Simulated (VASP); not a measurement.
# MnSb (P6_3/mmc) in VASP: notebook

MnSb is run at these levels: BLYP+D3(BJ), revPBE+D3(BJ), PBEsol; tasks: single point, relaxation of cell and atoms.

Program: VASP 6.6.1. These are calculated values, not measurements. Logs are shortened: lines on timing, memory, paths and dates and some standing lists are left out, and cuts for length are marked.

### Step 1. The cell of the first run

Symmetry: P6_3/mmc, No. 194, hexagonal system. The conventional cell has a = 4.014 Å, b = 4.014 Å, c = 5.501 Å, α = 90.00°, β = 90.00°, γ = 120.00°. Sb (site symmetry -6m2) has 6 Mn at 2.69 Å and 6 Sb at 3.60 Å within 3.6 Å. Within 3.6 Å of Mn (site symmetry -3m) lie 6 Sb at 2.69 Å and 2 Mn at 2.75 Å.

### Step 2. Single point, BLYP+D3(BJ), collinear spin, ferromagnetic start

The input, INCAR:

```
SYSTEM = MnSb
AGGAC = 1.0
AGGAX = 1.0
ALDAC = 0.0
ALDAX = 1.0
ALGO = Normal
EDIFF = 1E-7
ENCUT = 520
GGA = B5
ISIF = 2
ISMEAR = -1
ISPIN = 2
IVDW = 12
LASPH = .True.
LCHARG = .False.
LMAXMIX = 4
LORBIT = 11
LREAL = .False.
LWAVE = .False.
MAGMOM = 0 0 4 4
NBANDS = 30
NELM = 150
PREC = Accurate
SIGMA = 0.05
VDW_A1 = 0.4298
VDW_A2 = 4.2359
VDW_S6 = 1.0
VDW_S8 = 2.6996
```

The input, KPOINTS:

```
k-points
0
Gamma
  7 7 5
  0 0 0
```

The input, POSCAR:

```
MnSb
1.0
    4.0142483181      0.0000000000      0.0000000000
   -2.0071241591      3.4764410206      0.0000000000
    0.0000000000      0.0000000000      5.5008650941
Sb Mn
2 2
Direct
    0.6666666667      0.3333333333      0.7500000000
    0.3333333333      0.6666666667      0.2500000000
    0.0000000000      0.0000000000      0.5000000000
    0.0000000000      0.0000000000      0.0000000000
```

Potentials or basis: VASP PAW PBE potentials, release 64 (Sb, Mn_pv).

Started as:

```sh
$ cat potpaw_PBE.64/Sb/POTCAR potpaw_PBE.64/Mn_pv/POTCAR > POTCAR
$ mpirun -np 1 vasp_std > vasp.out
```

OUTCAR:

```text
SYSTEM = MnSb
   EDIFF = 1E-7
   ENCUT = 520
   GGA = B5
   ISIF = 2
   ISMEAR = -1
   ISPIN = 2
   IVDW = 12
   LASPH = .True.
   LORBIT = 11
   LREAL = .False.
   NELM = 150
   PREC = Accurate
 IVDW          = 12

 ion  position               nearest neighbor table
   1  0.667  0.333  0.750-   3 2.69   4 2.69   3 2.69   4 2.69   3 2.69   4 2.69   2 3.60   2 3.60
                             2 3.60   2 3.60   2 3.60   2 3.60
   2  0.333  0.667  0.250-   3 2.69   4 2.69   3 2.69   4 2.69   3 2.69   4 2.69   1 3.60   1 3.60
                             1 3.60   1 3.60   1 3.60   1 3.60
   3  0.000  0.000  0.500-   1 2.69   2 2.69   1 2.69   2 2.69   1 2.69   2 2.69   4 2.75   4 2.75

   4  0.000  0.000  0.000-   1 2.69   2 2.69   1 2.69   2 2.69   1 2.69   2 2.69   3 2.75   3 2.75

  LATTYP: Found a hexagonal cell.
 ALAT       =     4.0142483181
 C/A-ratio  =     1.3703350312

  Lattice vectors:

 A1 = (   4.0142483181,   0.0000000000,   0.0000000000)
 A2 = (  -2.0071241591,   3.4764410206,   0.0000000000)
 A3 = (   0.0000000000,   0.0000000000,   5.5008650941)

Analysis of symmetry for initial positions (statically):
=====================================================================
 Subroutine PRICEL returns:
 Original cell was already a primitive cell.

 Routine SETGRP: Setting up the symmetry group for a
 hexagonal supercell.

 Subroutine GETGRP returns: Found 24 space group operations
 (whereof 12 operations were pure point group operations)
 out of a pool of 24 trial point group operations.

The static configuration has the point symmetry D_3d.
 The point group associated with its full space group is D_6h.

Analysis of symmetry for dynamics (positions and initial velocities):
=====================================================================
 Subroutine PRICEL returns:
 Original cell was already a primitive cell.

 Routine SETGRP: Setting up the symmetry group for a
 hexagonal supercell.

 Subroutine GETGRP returns: Found 24 space group operations
 (whereof 12 operations were pure point group operations)
 out of a pool of 24 trial point group operations.

The dynamic configuration has the point symmetry D_3d.
 The point group associated with its full space group is D_6h.

Analysis of structural, dynamic, and magnetic symmetry:
=====================================================================
 Subroutine PRICEL returns:
 Original cell was already a primitive cell.

 Routine SETGRP: Setting up the symmetry group for a
 hexagonal supercell.

 Subroutine GETGRP returns: Found 24 space group operations
 (whereof 12 operations were pure point group operations)
 out of a pool of 24 trial point group operations.

The overall configuration has the point symmetry D_3d.
 The point group associated with its full space group is D_6h.

 Subroutine INISYM returns: Found 24 space group operations
 (whereof 12 operations are pure point group operations),
 and found     1 'primitive' translations

----------------------------------------------------------------------------------------

                                     Primitive cell

  volume of cell :      76.7662

  direct lattice vectors                    reciprocal lattice vectors
     4.014248318  0.000000000  0.000000000     0.249112641  0.143825250  0.000000000
    -2.007124159  3.476441021  0.000000000     0.000000000  0.287650501  0.000000000
     0.000000000  0.000000000  5.500865094     0.000000000  0.000000000  0.181789588

  length of vectors
     4.014248318  4.014248318  5.500865094     0.287650501  0.287650501  0.181789588

  position of ions in fractional coordinates (direct lattice)
     0.666666667  0.333333333  0.750000000
     0.333333333  0.666666667  0.250000000
     0.000000000  0.000000000  0.500000000
     0.000000000  0.000000000  0.000000000

  ion indices of the primitive-cell ions
   primitive index   ion index
                 1           1
                 2           2
                 3           3
                 4           4

----------------------------------------------------------------------------------------

 KPOINTS: k-points

Automatic generation of k-mesh.
 Grid dimensions read from file:
 generate k-points for:    7    7    5

 Generating k-lattice:

  Cartesian coordinates                     Fractional coordinates (reciprocal lattice)
     0.035587520  0.020546464  0.000000000     0.142857143  0.000000000  0.000000000
     0.000000000  0.041092929  0.000000000     0.000000000  0.142857143  0.000000000
     0.000000000  0.000000000  0.036357918     0.000000000  0.000000000  0.200000000

  Length of vectors
     0.041092929  0.041092929  0.036357918

  Shift w.r.t. Gamma in fractional coordinates (k-lattice)
     0.000000000  0.000000000  0.000000000

 Subroutine IBZKPT returns following result:
 ===========================================

 Found     24 irreducible k-points:

 Following reciprocal coordinates:
            Coordinates               Weight
  0.000000  0.000000  0.000000      1.000000
  0.142857  0.000000  0.000000      6.000000
  0.285714  0.000000  0.000000      6.000000
  0.428571  0.000000  0.000000      6.000000
  0.142857  0.142857  0.000000      6.000000
  0.285714  0.142857  0.000000     12.000000
[... 16 lines left out ...]
  0.428571  0.142857  0.400000     12.000000
  0.285714  0.285714  0.400000     12.000000
   k-points           NKPTS =     24   k-points in BZ     NKDIM =     24   number of bands    NBANDS=     30
   number of dos      NEDOS =    301   number of ions     NIONS =      4
   total plane-waves  NPLWV =  37800
   dimension x,y,z NGX =    30 NGY =   30 NGZ =   42
   dimension x,y,z NGXF=    60 NGYF=   60 NGZF=   84
   ions per type =               2   2
   NGX,Y,Z   is equivalent  to a cutoff of  12.42, 12.42, 12.69 a.u.
   NGXF,Y,Z  is equivalent  to a cutoff of  24.85, 24.85, 25.39 a.u.
 SYSTEM =  MnSb
   PREC   = accura    normal or accurate (medium, high low for compatibility)
   ISTART =      0    job   : 0-new  1-cont  2-samecut
   ICHARG =      2    charge: 1-file 2-atom 10-const
   ISPIN  =      2    spin polarized calculation?
   LNONCOLLINEAR =      F non collinear calculations
   LSORBIT =      F    spin-orbit coupling
   LASPH  =      T    aspherical Exc in radial PAW
   ENCUT  =  520.0 eV  38.22 Ry    6.18 a.u.   7.46  7.46 10.23*2*pi/ulx,y,z
   NELM   =    150;   NELMIN=  2; NELMDL= -5     # of ELM steps
   EDIFF  = 0.1E-06   stopping-criterion for ELM
   LREAL  =      F    real-space projection
   EDIFFG = 0.1E-05   stopping-criterion for IOM
   NSW    =      0    number of steps for IOM
   IBRION =     -1    ionic relax: 0-MD 1-quasi-New 2-CG
   NFREE  =      0    steps in history (QN), initial steepest desc. (CG)
   ISIF   =      2    stress and relaxation
   ISYM   =      2    0-nonsym 1-usesym 2-fastsym
   POTIM  = 0.5000    time-step for ionic-motion
   TEBEG  =    0.0;   TEEND  =   0.0 temperature during run
   PSTRESS=    0.0 pullay stress
   NELECT =      36.0000    total number of electrons
   NUPDOWN=      -1.0000    fix difference up-down
   EMIN   =  10.00;   EMAX   =-10.00  energy-range for DOS
   EFERMI =   0.00;   METHOD = LEGACY
   ISMEAR =    -1;   SIGMA  =   0.05  broadening in eV -4-tet -1-fermi 0-gaus
   EFERMI_NEDOS =   21; number of points for ismear=-14 and -15
   IALGO  =     38    algorithm
   IMIX   =      4    mixing-type and parameters
     AMIX     =   0.40;   BMIX     =  1.00
     AMIX_MAG =   1.60;   BMIX_MAG =  1.00
  volume/ion in A,a.u.               =      19.19       129.51
  Fermi-wavevector in a.u.,A,eV,Ry     =   1.271898  2.403539 22.010480  1.617725
  Thomas-Fermi vector in A             =   2.404806
   LORBIT       =     11    0 simple, 1 ext, 2 COOP (PROOUT), +10 PAW based schemes
   GGA     = B5    functional components
   LHFCALC =     F    Hartree Fock is set to
   AEXX    =    0.0000 exact exchange contribution
   IVDW    =    12    specifies the selected vdW correction
   LEPSILON=     F    determine dielectric tensor
   LRPA    =     F    only Hartree local field effects (RPA)
 spin polarized calculation
  energy-cutoff  :      520.00
  volume of cell :       76.77
 maximum number of plane-waves:      2091
 NGX is ok and might be reduce to    30
   NGX = 15   NGY = 15   NGZ = 21

 number of electron      35.9999987 magnetization       5.6734934

 Free energy of the ion-electron system (eV)
  ---------------------------------------------------
  ext. energy  EPLUGINS =         0.00000000
  ---------------------------------------------------
  free energy    TOTEN  =       -22.25949048 eV

  energy without entropy =      -22.23282356  energy(sigma->0) =      -22.24615702

 E-fermi :   9.5208     XC(G=0): -10.5225

 val. band max:        9.5130824693   @ k =   0.2857   0.1429   0.4000
 cond. band min:       9.5232773263   @ k =   0.1429   0.0000   0.2000
 fundamental gap:      0.0101948570
 Fermi energy:         9.5208448692

 spin component 1

 k-point     1 :       0.0000    0.0000    0.0000
  band No.  band energies     occupation
      1     -39.8955      1.00000
      2     -39.8955      1.00000
      3     -39.8816      1.00000
      4     -39.8815      1.00000
      5     -39.6425      1.00000
      6     -39.5024      1.00000
[... 781 lines left out ...]
     29      17.7072      0.00000
     30      18.0036      0.00000
 Fermi energy:         9.5208448692

 spin component 2

 k-point     1 :       0.0000    0.0000    0.0000
  band No.  band energies     occupation
      1     -36.8734      1.00000
      2     -36.8734      1.00000
      3     -36.8569      1.00000
      4     -36.8569      1.00000
      5     -36.8361      1.00000
      6     -36.6740      1.00000
[... 781 lines left out ...]
     29      18.0222      0.00000
     30      18.3438      0.00000

------------------------ aborting loop because EDIFF is reached ----------------------------------------

 Edisp (eV)   -4.09245

 E8    (eV) :    -3.0897

  FORCE on cell =-STRESS in cart. coord.  units (eV):
  Direction    XX          YY          ZZ          XY          YZ          ZX
  --------------------------------------------------------------------------------------
  -------------------------------------------------------------------------------------
  Total       0.02438     0.02438     0.02075    -0.00000     0.00000     0.00000
  in kB       0.50884     0.50884     0.43308    -0.00000     0.00000     0.00000
  external pressure =        0.48 kB  Pullay stress =        0.00 kB

 VOLUME and BASIS-vectors are now :
 -----------------------------------------------------------------------------
  energy-cutoff  :      520.00
  volume of cell :       76.77
      direct lattice vectors                 reciprocal lattice vectors
     4.014248318  0.000000000  0.000000000     0.249112641  0.143825250  0.000000000
    -2.007124159  3.476441021  0.000000000     0.000000000  0.287650501  0.000000000
     0.000000000  0.000000000  5.500865094     0.000000000  0.000000000  0.181789588

 POSITION                                       TOTAL-FORCE (eV/Angst)
 -----------------------------------------------------------------------------------
      2.00712      1.15881      4.12565        -0.000000      0.000000      0.000000
     -0.00000      2.31763      1.37522         0.000000     -0.000000      0.000000
      0.00000      0.00000      2.75043        -0.000000      0.000000      0.000000
      0.00000      0.00000      0.00000        -0.000000      0.000000      0.000000
 -----------------------------------------------------------------------------------
    total drift:                               -0.000000      0.000000      0.000000

  FREE ENERGIE OF THE ION-ELECTRON SYSTEM (eV)
  ---------------------------------------------------
  free  energy   TOTEN  =       -26.3519375998 eV

  energy  without entropy=      -26.3252706781  energy(sigma->0) =      -26.33860414

 total charge

# of ion       s       p       d       tot
------------------------------------------
    1        1.147   1.339   0.057   2.542
    2        1.147   1.339   0.057   2.542
    3        0.294   6.252   5.178  11.724
    4        0.294   6.252   5.178  11.724
--------------------------------------------------
tot          2.883  15.181  10.469  28.533

 magnetization (x)

# of ion       s       p       d       tot
------------------------------------------
    1       -0.001  -0.114   0.006  -0.108
    2       -0.001  -0.114   0.006  -0.108
    3        0.026   0.022   2.824   2.873
    4        0.026   0.022   2.824   2.873
--------------------------------------------------
tot          0.051  -0.182   5.660   5.529
```

Wall time 3.7 min (1 thread of AMD EPYC 7R43 (Zen 3), shared host); peak memory 0.25 GiB.

What came out:

| Quantity | Value |
| --- | --- |
| Free energy | -26.3519 eV |
| Pressure | 0.0 GPa |
| Net moment | 5.67 μB per cell |
| Site moments | Sb -0.11; Mn +2.87 μB |
| Valence electrons inside the program's atomic spheres | Sb 2.54; Mn 11.72 |
| Dispersion energy per atom | -1.023 eV |

Levels at points of the mesh, in eV from the Fermi level:
Spin up:
```csv
k point,band 19,band 20,band 21,band 22,band 23,band 24
"(0.00, 0.00, 0.00)",0.18,0.63,0.63,2.79,2.79,3.03
```
Spin down:
```csv
k point,band 12,band 13,band 14,band 15,band 16,band 17,band 18,band 19
"(0.00, 0.00, 0.00)",-1.38,-0.43,-0.43,-0.05,-0.05,0.70,0.70,1.25
```

Caveat: the dispersion term is far too large for a dense solid, which distorts pressure and volume; the PAW data sets were made with another functional, which shifts forces and pressure a little; spin-orbit coupling is left out, which moves the levels of the heavy elements; the run started ferromagnetic, and an antiferromagnetic order may lie lower in energy.

### Step 3. Relaxation of cell and atoms, revPBE+D3(BJ), collinear spin, ferromagnetic start

This run uses another cell than the first one, of 21.55 Å³/atom.

The input, INCAR:

```
SYSTEM = MnSb
  ALGO = Normal
  EDIFF = 1E-7
  EDIFFG = -0.01
  ENCUT = 600
  GGA = RE
  IBRION = 2
  ISIF = 3
  ISMEAR = -1
  ISPIN = 2
  IVDW = 12
  LASPH = .True.
  LCHARG = .False.
  LMAXMIX = 4
  LORBIT = 11
  LREAL = .False.
  LWAVE = .False.
  MAGMOM = 0 0 4 4
  NELM = 150
  NSW = 60
  PREC = Accurate
  SIGMA = 0.05
```

KPOINTS is that of step 2.

The input, POSCAR:

```
MnSb
1.0
    4.1500000000      0.0000000000      0.0000000000
   -2.0750000000      3.5940054257      0.0000000000
    0.0000000000      0.0000000000      5.7800000000
Sb Mn
2 2
Direct
    0.6666666667      0.3333333333      0.7500000000
    0.3333333333      0.6666666667      0.2500000000
    0.0000000000      0.0000000000      0.5000000000
    0.0000000000      0.0000000000      0.0000000000
```

Potentials or basis: VASP PAW PBE potentials, release 64 (Sb, Mn_pv).

Started as:

```sh
$ cat potpaw_PBE.64/Sb/POTCAR potpaw_PBE.64/Mn_pv/POTCAR > POTCAR
$ mpirun -np 1 vasp_std > vasp.out
```

Wall time 14 min (1 thread of AMD EPYC 7R43 (Zen 3), shared host); peak memory 0.33 GiB.

Results (log left out):

```
Free energy                                           : -28.2950 eV
Relaxed volume                                        : 18.87 Å³/atom
Relaxed cell                                          : a = 3.992 Å, b = 3.992 Å, c = 5.469 Å, α = 90.00°, β = 90.00°, γ = 120.00°
Space group after relaxing (to 0.1 Å)                 : P6_3/mmc (No. 194)
Energy gained by relaxing                             : 64.9 meV/atom
Ionic steps                                           : 5
Pressure after relaxing                               : 0.0 GPa
Net moment                                            : 5.89 μB per cell
Site moments                                          : Sb -0.12; Mn +2.99 μB
Valence electrons inside the program's atomic spheres : Sb 2.50; Mn 11.68
Dispersion energy per atom                            : -0.838 eV
```

The path:
```tsv
step	energy change (eV)	largest force (eV/Å)	pressure (GPa)	volume (Å³)
1	0.0000	0.0000	-6.76	86.21
2	-0.2582	0.0000	0.13	75.35
3	-0.2582	0.0000	0.02	75.47
4	-0.2591	0.0000	0.00	75.48
5	-0.2596	0.0000	-0.05	75.49
```

Final structure:
```
Sb Mn
1.0
     3.99240    0.00000    0.00000
    -1.99620    3.45752    0.00000
     0.00000    0.00000    5.46852
Sb Mn
2 2
Direct
  0.66667 0.33333 0.75000
  0.33333 0.66667 0.25000
  0.00000 0.00000 0.50000
  0.00000 0.00000 0.00000
```

Levels at points of the mesh, in eV from the Fermi level:
Spin up:
```tsv
k point	band 17	band 18	band 19	band 20	band 21	band 22	band 23	band 24	band 25	band 26
(0.00, 0.00, 0.00)	-1.59	-1.59	0.09	0.61	0.61	2.80	2.80	3.18	3.21	5.80
```
Spin down:
| k point | band 11 | band 12 | band 13 | band 14 | band 15 | band 16 | band 17 | band 18 | band 19 | band 20 |
| --- | --- | --- | --- | --- | --- | --- | --- | --- | --- | --- |
| (0.00, 0.00, 0.00) | -2.97 | -1.39 | -0.39 | -0.39 | 0.04 | 0.04 | 0.73 | 0.73 | 1.41 | 1.41 |

Caveat: the PAW data sets were made with another functional, which shifts forces and pressure a little; spin-orbit coupling is left out, which moves the levels of the heavy elements; the run started ferromagnetic, and an antiferromagnetic order may lie lower in energy.

### Step 4. Single point, PBEsol, collinear spin, ferromagnetic start

This run uses another cell than the first one, of 21.55 Å³/atom.

The input, INCAR:

```
PREC = Accurate
ENCUT = 680
EDIFF = 1E-6
ISMEAR = -1
SIGMA = 0.05
LREAL = False
LASPH = True
NELM = 200
ALGO = Normal
ISIF = 2
LWAVE = False
LCHARG = False
ISPIN = 2
MAGMOM = 0 0 4 4
LORBIT = 11
NUPDOWN = 8.0
LMAXMIX = 4
GGA = PS
NBANDS = 42
GGA_COMPAT = False
```

The input, KPOINTS:

```
Automatic mesh
0
Gamma
  6 6 4
```

POSCAR is that of step 3.

Potentials or basis: VASP PAW PBE potentials, release 64 (Sb_d_GW, Mn_sv).

Started as:

```sh
$ cat potpaw_PBE.64/Sb_d_GW/POTCAR potpaw_PBE.64/Mn_sv/POTCAR > POTCAR
$ mpirun -np 1 vasp_std > vasp.out
```

It took 11 min on 1 thread of Intel Xeon Platinum 8375C at 2.90GHz (Ice Lake), shared host; peak memory 0.39 GiB.

It converged, with:

```yaml
Free_energy: -28.0644 eV
Pressure: -2.2 GPa
Net_moment: 8.00 μB per cell
Site_moments: Sb -0.02; Mn +3.57 μB
Valence_electrons_inside_the_program's_atomic_spheres: Sb 12.80; Mn 12.85
```

Stress tensor (GPa, compression positive):
```
-2.29  0.00  0.00
 0.00 -2.29  0.00
 0.00  0.00 -2.03
```

Caveat: the PAW data sets were made with another functional, which shifts forces and pressure a little; spin-orbit coupling is left out, which moves the levels of the heavy elements; the total moment is fixed, so each spin has its own Fermi level and the state may be an excited one; the run started ferromagnetic, and an antiferromagnetic order may lie lower in energy.

### Step 5. Overview

| task | level | potentials or basis | fixed moment (μB) | cell | k mesh | cutoff (eV) | gap on the mesh (eV) | pressure (GPa) | moment (μB) |
| --- | --- | --- | --- | --- | --- | --- | --- | --- | --- |
| single point | BLYP+D3(BJ) | VASP PAW PBE potentials, release 64 (Sb, Mn_pv) | - | a = 4.014, b = 4.014, c = 5.501 Å, angles 90.0, 90.0, 120.0°, 4 atoms | 7 × 7 × 5 | 520 | none | 0.0 | 5.67 |
| relaxation of cell and atoms | revPBE+D3(BJ) | VASP PAW PBE potentials, release 64 (Sb, Mn_pv) | - | relaxed from a = 4.150, b = 4.150, c = 5.780 Å, angles 90.0, 90.0, 120.0°, 4 atoms | 7 × 7 × 5 | 600 | none | 0.0 | 5.89 |
| single point | PBEsol | VASP PAW PBE potentials, release 64 (Sb_d_GW, Mn_sv) | 8.0 | a = 4.150, b = 4.150, c = 5.780 Å, angles 90.0, 90.0, 120.0°, 4 atoms | 6 × 6 × 4 | 680 | - | -2.2 | 8.00 |

Alike in all rows: spin collinear, ferromagnetic start; smearing fermi-dirac 0.05 eV.

Caveats: the PAW data sets were made with another functional, which shifts forces and pressure a little; spin-orbit coupling is left out, which moves the levels of the heavy elements; the run started ferromagnetic, and an antiferromagnetic order may lie lower in energy; the dispersion term is far too large for a dense solid, which distorts pressure and volume (at least some runs); the total moment is fixed, so each spin has its own Fermi level and the state may be an excited one (at least some runs).

Total energies depend on the potentials used, so only differences within one code and one set of settings carry meaning.
